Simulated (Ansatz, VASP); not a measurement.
**One calculation of Mg, two programs**

POSCAR

```
Mg
1.0
    3.1798105472      0.0000000000      0.0000000000
   -1.5899052736      2.7537967131      0.0000000000
    0.0000000000      0.0000000000     10.3357761984
Mg
4
Direct
    0.0000000000      0.0000000000      0.0000000000
    0.0000000000      1.0000000000      0.5000000000
    0.3333333333      0.6666666667      0.2500000000
    0.6666666667      0.3333333333      0.7500000000
```

Contents of INCAR.step1:

```
SYSTEM = Mg
PREC     = Accurate       ! precision mode
ENCUT    = 520            ! plane-wave cutoff, eV
ISMEAR   = -1             ! smearing method
SIGMA    = 0.1            ! smearing width, eV
LREAL    = .False.        ! projectors in reciprocal space
LASPH    = .True.         ! aspherical terms in the spheres
NELM     = 80             ! most SCF steps
NBANDS   = 12             ! bands
GGA      = PE             ! functional
ALGO     = Normal         ! electronic algorithm
EDIFF    = 1E-4           ! SCF threshold, eV
LWAVE    = .True.         ! write WAVECAR
LCHARG   = .False.        ! write CHGCAR
```

INCAR.step2

```
SYSTEM = Mg
PREC     = Accurate       ! precision mode
ENCUT    = 520            ! plane-wave cutoff, eV
EDIFF    = 1E-6           ! SCF threshold, eV
ISMEAR   = -1             ! smearing method
SIGMA    = 0.1            ! smearing width, eV
LREAL    = .False.        ! projectors in reciprocal space
LASPH    = .True.         ! aspherical terms in the spheres
NELM     = 80             ! most SCF steps
ALGO     = Normal         ! electronic algorithm
ISIF     = 2              ! what is computed and relaxed
LWAVE    = .False.        ! write WAVECAR
LCHARG   = .False.        ! write CHGCAR
METAGGA  = R2SCAN         ! meta-GGA
LMIXTAU  = .True.       
NBANDS   = 12             ! bands
ISTART   = 1
```

Contents of KPOINTS:

```
regular mesh
0
Gamma
  13 13 4
  0 0 0
```

Input for Ansatz:

```yaml
crystal:
  lattice:
    - [3.1798105472, 0.0, 0.0]
    - [-1.5899052736, 2.7537967131, 0.0]
    - [0.0, 0.0, 10.3357761984]
  atoms:
    - { symbol: Mg, position: [0.0, 0.0, 0.0] }
    - { symbol: Mg, position: [0.0, 1.0, 0.5] }
    - { symbol: Mg, position: [0.3333333333, 0.6666666667, 0.25] }
    - { symbol: Mg, position: [0.6666666667, 0.3333333333, 0.75] }
hamiltonian:
  xc: r2scan
  pseudopotentials:
    kind: paw
    azcp:
      Mg: "pseudopotentials/Mg.paw.azcp"
basis:
  ecutwfc: 500
  fft_grid_basis: typed
kpoints:
  mp_grid: { grid: [13, 13, 4], shift: [0, 0, 0] }
magnetization:
  spin_polarized: false
scf:
  occupations: { method: fermi_dirac, width: 0.1 }
  lower_state_search: "off"
output:
  stress: true
```

Alike in both runs: task single point; functional r2SCAN; k mesh 13 × 13 × 4; occupations fermi-dirac, width 0.1 eV; no spin polarisation.

|  | VASP | Ansatz |
| --- | --- | --- |
| version | VASP 6.6.1 | Ansatz 0.2.0 |
| potentials or method | VASP PAW PBE potentials, release 64 (Mg), cutoff 520 eV | plane waves (500 eV) with PAW, scalar-relativistic |
| valence electrons in the cell | 8 | 40 |

```tsv
	VASP	Ansatz	Ansatz less VASP
pressure (GPa)	-0.2	0.1	+0.27
traceless stress, the component that is largest in VASP (GPa)	-0.10	-0.10	0.000
```

VASP's potentials were made for PBE, not for r2SCAN. The functional is the same, so the differences come from potentials, cutoffs and numerics. VASP's potentials hold 8 valence electrons a cell and Ansatz's 40, so a difference there can come from the potentials and not from the codes.
